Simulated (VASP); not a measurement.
# SiW4 (P4/mmm) in VASP: further runs

The runs below take SiW4 through single point, relaxation of cell and atoms, with PBE.

Program: VASP 6.6.1. These are calculated values, not measurements. Logs are shortened: lines on timing, memory, paths and dates and some standing lists are left out, and cuts for length are marked.

## Step 1: The cell of the first run

The structure is tetragonal, space group P4/mmm (No. 123). The conventional cell has a = 4.612 Å, b = 4.612 Å, c = 4.387 Å, α = 90.00°, β = 90.00°, γ = 90.00°. Within 4.4 Å of Si (site symmetry 4/mmm) lie 16 W at 3.31 Å and 2 Si at 4.39 Å. Within 2.4 Å of W (site symmetry m2m) lie 3 W at 1.83 to 1.97 Å.

## Step 2: Single point, PBE

The input, INCAR:

```
PREC     = Accurate       # precision mode
ENCUT    = 520            # plane-wave cutoff, eV
EDIFF    = 1E-7           # SCF threshold, eV
ISMEAR   = 0              # smearing method
SIGMA    = 0.1            # smearing width, eV
LREAL    = False          # projectors in reciprocal space
LASPH    = True           # aspherical terms in the spheres
NELM     = 100            # most SCF steps
ALGO     = Normal         # electronic algorithm
ISIF     = 2              # what is computed and relaxed
LWAVE    = False          # write WAVECAR
LCHARG   = False          # write CHGCAR
GGA      = PE             # functional
NBANDS   = 38             # bands
```

The input, KPOINTS:

```
Automatic mesh
0
Gamma
  4 4 4
```

The input, POSCAR:

```
SiW4
1.0
    4.6116369500      0.0000000000      0.0000000000
    0.0000000000      4.6116369500      0.0000000000
    0.0000000000      0.0000000000      4.3866159800
Si W
1 4
Direct
    0.0000000000      0.0000000000      0.0000000000
    0.1985496600      0.5000000000      0.5000000000
    0.8014503400      0.5000000000      0.5000000000
    0.5000000000      0.1985496600      0.5000000000
    0.5000000000      0.8014503400      0.5000000000
```

Potentials or basis: VASP PAW PBE potentials, release 64 (Si, W_sv).

Launch:

```console
$ cat potpaw_PBE.64/Si/POTCAR potpaw_PBE.64/W_sv/POTCAR > POTCAR
$ mpirun -np 1 vasp_std > vasp.out
```

OUTCAR:

```text
PREC = Accurate
   ENCUT = 520
   EDIFF = 1E-7
   ISMEAR = 0
   LREAL = False
   LASPH = True
   NELM = 100
   ISIF = 2
   GGA = PE

 ion  position               nearest neighbor table
   1  0.000  0.000  0.000-   2 3.31   3 3.31   4 3.31   5 3.31   2 3.31   3 3.31   4 3.31   5 3.31
                             2 3.31   3 3.31   2 3.31   3 3.31   4 3.31   5 3.31   4 3.31   5 3.31
   2  0.199  0.500  0.500-   3 1.83   4 1.97   5 1.97   3 2.78   1 3.31   1 3.31   1 3.31   1 3.31

   3  0.801  0.500  0.500-   2 1.83   4 1.97   5 1.97   2 2.78   1 3.31   1 3.31   1 3.31   1 3.31

   4  0.500  0.199  0.500-   5 1.83   3 1.97   2 1.97   5 2.78   1 3.31   1 3.31   1 3.31   1 3.31

   5  0.500  0.801  0.500-   4 1.83   3 1.97   2 1.97   4 2.78   1 3.31   1 3.31   1 3.31   1 3.31

  LATTYP: Found a simple tetragonal cell.
 ALAT       =     4.6116369500
 C/A-ratio  =     0.9512058359

  Lattice vectors:

 A1 = (   4.6116369500,   0.0000000000,   0.0000000000)
 A2 = (   0.0000000000,   4.6116369500,   0.0000000000)
 A3 = (   0.0000000000,   0.0000000000,   4.3866159800)

Analysis of symmetry for initial positions (statically):
=====================================================================
 Subroutine PRICEL returns:
 Original cell was already a primitive cell.

 Routine SETGRP: Setting up the symmetry group for a
 simple tetragonal supercell.

 Subroutine GETGRP returns: Found 16 space group operations
 (whereof 16 operations were pure point group operations)
 out of a pool of 16 trial point group operations.

The static configuration has the point symmetry D_4h.

Analysis of symmetry for dynamics (positions and initial velocities):
=====================================================================
 Subroutine PRICEL returns:
 Original cell was already a primitive cell.

 Routine SETGRP: Setting up the symmetry group for a
 simple tetragonal supercell.

 Subroutine GETGRP returns: Found 16 space group operations
 (whereof 16 operations were pure point group operations)
 out of a pool of 16 trial point group operations.

The dynamic configuration has the point symmetry D_4h.

 Subroutine INISYM returns: Found 16 space group operations
 (whereof 16 operations are pure point group operations),
 and found     1 'primitive' translations

----------------------------------------------------------------------------------------

                                     Primitive cell

[... 89 lines left out ...]
   EDIFF  = 0.1E-06   stopping-criterion for ELM
   LREAL  =      F    real-space projection
   EDIFFG = 0.1E-05   stopping-criterion for IOM
   NSW    =      0    number of steps for IOM
   IBRION =     -1    ionic relax: 0-MD 1-quasi-New 2-CG
   NFREE  =      0    steps in history (QN), initial steepest desc. (CG)
   ISIF   =      2    stress and relaxation
   ISYM   =      2    0-nonsym 1-usesym 2-fastsym
   POTIM  = 0.5000    time-step for ionic-motion
   TEBEG  =    0.0;   TEEND  =   0.0 temperature during run
   PSTRESS=    0.0 pullay stress
   NELECT =      60.0000    total number of electrons
   NUPDOWN=      -1.0000    fix difference up-down
   EMIN   =  10.00;   EMAX   =-10.00  energy-range for DOS
   EFERMI =   0.00;   METHOD = LEGACY
   ISMEAR =     0;   SIGMA  =   0.10  broadening in eV -4-tet -1-fermi 0-gaus
   EFERMI_NEDOS =   21; number of points for ismear=-14 and -15
   IALGO  =     38    algorithm
   IMIX   =      4    mixing-type and parameters
     AMIX     =   0.40;   BMIX     =  1.00
     AMIX_MAG =   1.60;   BMIX_MAG =  1.00
  volume/ion in A,a.u.               =      18.66       125.91
  Fermi-wavevector in a.u.,A,eV,Ry     =   1.413119  2.670407 27.169534  1.996904
  Thomas-Fermi vector in A             =   2.534797
   LORBIT       =      0    0 simple, 1 ext, 2 COOP (PROOUT), +10 PAW based schemes
   GGA     = PE    functional components
   LHFCALC =     F    Hartree Fock is set to
   AEXX    =    0.0000 exact exchange contribution
   IVDW    =     0    specifies the selected vdW correction
   LEPSILON=     F    determine dielectric tensor
   LRPA    =     F    only Hartree local field effects (RPA)
 non-spin polarized calculation
 Gauss-broadening in eV      SIGMA  =   0.10
  energy-cutoff  :      520.00
  volume of cell :       93.29
 maximum number of plane-waves:      2536
 NGX is ok and might be reduce to    36
   NGX = 17   NGY = 17   NGZ = 17

 number of electron      60.0000003 magnetization

 Free energy of the ion-electron system (eV)
  ---------------------------------------------------
  ext. energy  EPLUGINS =         0.00000000
  ---------------------------------------------------
  free energy    TOTEN  =       -14.93524982 eV

  energy without entropy =      -14.91500435  energy(sigma->0) =      -14.92512708

 E-fermi :   8.0831     XC(G=0): -11.4615

 val. band max:        8.0784298413   @ k =   0.2500   0.2500   0.0000
 cond. band min:       8.0866447555   @ k =   0.2500   0.2500   0.5000
 fundamental gap:      0.0082149142
 Fermi energy:         8.0831413204

 k-point     1 :       0.0000    0.0000    0.0000
  band No.  band energies     occupation
      1     -67.7835      2.00000
      2     -66.0186      2.00000
      3     -65.1371      2.00000
      4     -65.1371      2.00000
      5     -37.9351      2.00000
      6     -33.0881      2.00000
[... 727 lines left out ...]
     37      11.5078      0.00000
     38      11.9903      0.00000

------------------------ aborting loop because EDIFF is reached ----------------------------------------

  FORCE on cell =-STRESS in cart. coord.  units (eV):
  Direction    XX          YY          ZZ          XY          YZ          ZX
  --------------------------------------------------------------------------------------
  -------------------------------------------------------------------------------------
  Total      137.3986850    137.3986850     -7.5308142      0.0000000     -0.0000000      0.0000000
  in kB     2359.6811428   2359.6811428   -129.3339903      0.0000000     -0.0000000      0.0000000
  external PRESSURE =    1530.0094317 kB  Pullay stress =       0.0000000 kB

 VOLUME and BASIS-vectors are now :
 -----------------------------------------------------------------------------
  energy-cutoff  :      520.00
  volume of cell :       93.29
      direct lattice vectors                 reciprocal lattice vectors
     4.611636950  0.000000000  0.000000000     0.216842742  0.000000000  0.000000000
     0.000000000  4.611636950  0.000000000     0.000000000  0.216842742  0.000000000
     0.000000000  0.000000000  4.386615980     0.000000000  0.000000000  0.227966160

 POSITION                                       TOTAL-FORCE (eV/Angst)
 -----------------------------------------------------------------------------------
      0.00000      0.00000      0.00000        -0.000000      0.000000     -0.000000
      0.91564      2.30582      2.19331        -0.888628     -0.000000      0.000000
      3.69600      2.30582      2.19331         0.888628     -0.000000     -0.000000
      2.30582      0.91564      2.19331         0.000000     -0.888628     -0.000000
      2.30582      3.69600      2.19331         0.000000      0.888628      0.000000
 -----------------------------------------------------------------------------------
    total drift:                                0.000000      0.000000      0.000000

  FREE ENERGIE OF THE ION-ELECTRON SYSTEM (eV)
  ---------------------------------------------------
  free  energy   TOTEN  =       -14.9352498162 eV

  energy  without entropy=      -14.9150043470  energy(sigma->0) =      -14.92512708
```

Wall time 25 s (1 thread of Intel Xeon 6975P-C (Granite Rapids), shared host); peak memory 0.22 GiB.

Results:

| Quantity | Value |
| --- | --- |
| Free energy | -14.9352 eV |
| Pressure | 153.0 GPa |
| Largest force | 0.889 eV/Å |
| Band gap on the k mesh | zero (band 30 reaches 9.10 eV, above the bottom of band 31 at 7.10 eV) |

Forces in eV/Å, atoms in the order of the input:
```
Si   0.000  0.000  0.000
W   -0.889  0.000  0.000
W    0.889  0.000  0.000
W    0.000 -0.889  0.000
W    0.000  0.889  0.000
```

Stress tensor (GPa, compression positive):
```
235.97   0.00   0.00
  0.00 235.97   0.00
  0.00   0.00 -12.93
```

Levels at points of the mesh, in eV from the Fermi level:
| k point | band 28 | band 29 | band 30 | band 31 | band 32 | band 33 |
| --- | --- | --- | --- | --- | --- | --- |
| (0.00, 0.00, 0.00) | -1.30 | -1.25 | -1.03 | -0.57 | -0.16 | 1.55 |
| (0.50, 0.00, 0.00) | -1.72 | -0.51 | 0.02 | 0.66 | 1.31 | 1.56 |
| (0.50, 0.50, 0.00) | -2.00 | -1.40 | -1.40 | 0.91 | 0.91 | 1.44 |
| (0.00, 0.00, 0.50) | -0.16 | 0.74 | 1.02 | 1.02 | 1.85 | 2.24 |
| (0.50, 0.00, 0.50) | -0.92 | -0.68 | -0.47 | 0.73 | 1.26 | 2.10 |
| (0.50, 0.50, 0.50) | -1.42 | -1.31 | -1.31 | -0.99 | -0.30 | -0.30 |

Caveat: spin-orbit coupling is left out, which moves the levels of the heavy elements.

## Step 3: Single point, PBE

This run uses another cell than the first one, of 19.78 Å³/atom, 1.060 times its volume.

Changes to INCAR since step 2:

```diff
@@ -2,3 +2,3 @@
 ENCUT    = 520            # plane-wave cutoff, eV
-EDIFF    = 1E-7           # SCF threshold, eV
+EDIFF    = 1E-6           # SCF threshold, eV
 ISMEAR   = 0              # smearing method
```

KPOINTS is that of step 2.

The input, POSCAR:

```
SiW4
1.0
    6.0941962076      0.0000000000      0.0000000000
    0.0000000000      6.0941962076      0.0000000000
    0.0000000000      0.0000000000      2.6633376590
Si W
1 4
Direct
    0.0000000000      0.0000000000      0.0000000000
    0.2036505265      0.5000000000      0.5000000000
    0.7963494735      0.5000000000      0.5000000000
    0.5000000000      0.2036505265      0.5000000000
    0.5000000000      0.7963494735      0.5000000000
```

Potentials or basis: VASP PAW PBE potentials, release 64 (Si, W_sv).

Launch:

```console
$ cat potpaw_PBE.64/Si/POTCAR potpaw_PBE.64/W_sv/POTCAR > POTCAR
$ mpirun -np 1 vasp_std > vasp.out
```

OUTCAR:

```text
PREC = Accurate
   ENCUT = 520
   EDIFF = 1E-6
   ISMEAR = 0
   LREAL = False
   LASPH = True
   NELM = 100
   ISIF = 2
   GGA = PE

 ion  position               nearest neighbor table
   1  0.000  0.000  0.000-
   2  0.204  0.500  0.500-   3 2.48   4 2.55   5 2.55
   3  0.796  0.500  0.500-   2 2.48   4 2.55   5 2.55
   4  0.500  0.204  0.500-   5 2.48   3 2.55   2 2.55
   5  0.500  0.796  0.500-   4 2.48   3 2.55   2 2.55

  LATTYP: Found a simple tetragonal cell.
[... 931 lines left out ...]
  Direction    XX          YY          ZZ          XY          YZ          ZX
  --------------------------------------------------------------------------------------
  -------------------------------------------------------------------------------------
  Total        0.4655226      0.4655226      0.2870561      0.0000000     -0.0000000      0.0000000
  in kB        7.5403630      7.5403630      4.6496292      0.0000000     -0.0000000      0.0000000
  external PRESSURE =       6.5767850 kB  Pullay stress =       0.0000000 kB

 VOLUME and BASIS-vectors are now :
 -----------------------------------------------------------------------------
  energy-cutoff  :      520.00
  volume of cell :       98.91
      direct lattice vectors                 reciprocal lattice vectors
     6.094196208  0.000000000  0.000000000     0.164090549  0.000000000  0.000000000
     0.000000000  6.094196208  0.000000000     0.000000000  0.164090549  0.000000000
     0.000000000  0.000000000  2.663337659     0.000000000  0.000000000  0.375468727

 POSITION                                       TOTAL-FORCE (eV/Angst)
 -----------------------------------------------------------------------------------
      0.00000      0.00000      0.00000         0.000000      0.000000     -0.000000
      1.24109      3.04710      1.33167        -0.007569      0.000000      0.000000
      4.85311      3.04710      1.33167         0.007569      0.000000     -0.000000
      3.04710      1.24109      1.33167         0.000000     -0.007569      0.000000
      3.04710      4.85311      1.33167        -0.000000      0.007569     -0.000000
 -----------------------------------------------------------------------------------
    total drift:                                0.000000      0.000000     -0.000000

  FREE ENERGIE OF THE ION-ELECTRON SYSTEM (eV)
  ---------------------------------------------------
  free  energy   TOTEN  =       -49.1715315077 eV

  energy  without entropy=      -49.1485717066  energy(sigma->0) =      -49.16005161
```

OSZICAR:

```text
N       E                     dE             d eps       ncg     rms          rms(c)
DAV:   1     0.755247033456E+03    0.75525E+03   -0.35374E+04  1368   0.171E+03
DAV:   2    -0.842392422133E+01   -0.76367E+03   -0.74522E+03  1458   0.538E+02
DAV:   3    -0.493116056386E+02   -0.40888E+02   -0.38851E+02  1706   0.117E+02
DAV:   4    -0.505479188998E+02   -0.12363E+01   -0.12036E+01  1644   0.190E+01
DAV:   5    -0.505836114563E+02   -0.35693E-01   -0.35570E-01  1644   0.308E+00    0.335E+01
DAV:   6    -0.494737064094E+02    0.11099E+01   -0.16088E+00  1564   0.857E+00    0.152E+01
DAV:   7    -0.491771199367E+02    0.29659E+00   -0.95107E-01  1606   0.636E+00    0.101E+00
DAV:   8    -0.491725175088E+02    0.46024E-02   -0.41687E-02  1590   0.123E+00    0.477E-01
DAV:   9    -0.491714729967E+02    0.10445E-02   -0.26569E-03  1664   0.337E-01    0.195E-01
DAV:  10    -0.491715365507E+02   -0.63554E-04   -0.26786E-04  1670   0.105E-01    0.457E-02
DAV:  11    -0.491715335611E+02    0.29897E-05   -0.24354E-05  1730   0.340E-02    0.744E-03
DAV:  12    -0.491715318271E+02    0.17339E-05   -0.53772E-06  1424   0.161E-02    0.325E-03
DAV:  13    -0.491715315077E+02    0.31945E-06   -0.24722E-07   960   0.362E-03
   1 F= -.49171532E+02 E0= -.49160052E+02  d E =-.229598E-01
```

stdout:

```text
POSCAR found type information on POSCAR SiW
 POSCAR found :  2 types and       5 ions
 scaLAPACK will be used
 LDA part: xc-table for (Slater+PW92), standard interpolation
 POSCAR, INCAR and KPOINTS ok, starting setup
 FFT: planning ... GRIDC
 FFT: planning ... GRID_SOFT
 FFT: planning ... GRID
 WAVECAR not read
 entering main loop
```

Wall time 21 s (1 thread of Intel Xeon 6975P-C (Granite Rapids), shared host); peak memory 0.22 GiB.

What came out:

```
Free energy            : -49.1715 eV
Pressure               : 0.7 GPa
Largest force          : 0.008 eV/Å
Band gap on the k mesh : zero (band 30 reaches 8.76 eV, above the bottom of band 31 at 7.52 eV)
```

Forces on the atoms (eV/Å):
```
Si   0.000  0.000  0.000
W   -0.008  0.000  0.000
W    0.008  0.000  0.000
W    0.000 -0.008  0.000
W    0.000  0.008  0.000
```

Stress tensor (GPa, compression positive):
```
0.75 0.00 0.00
0.00 0.75 0.00
0.00 0.00 0.46
```

Caveat: the k points lie up to 0.59 Å⁻¹ apart; spin-orbit coupling is left out, which moves the levels of the heavy elements.

[end of part 1 of 2]
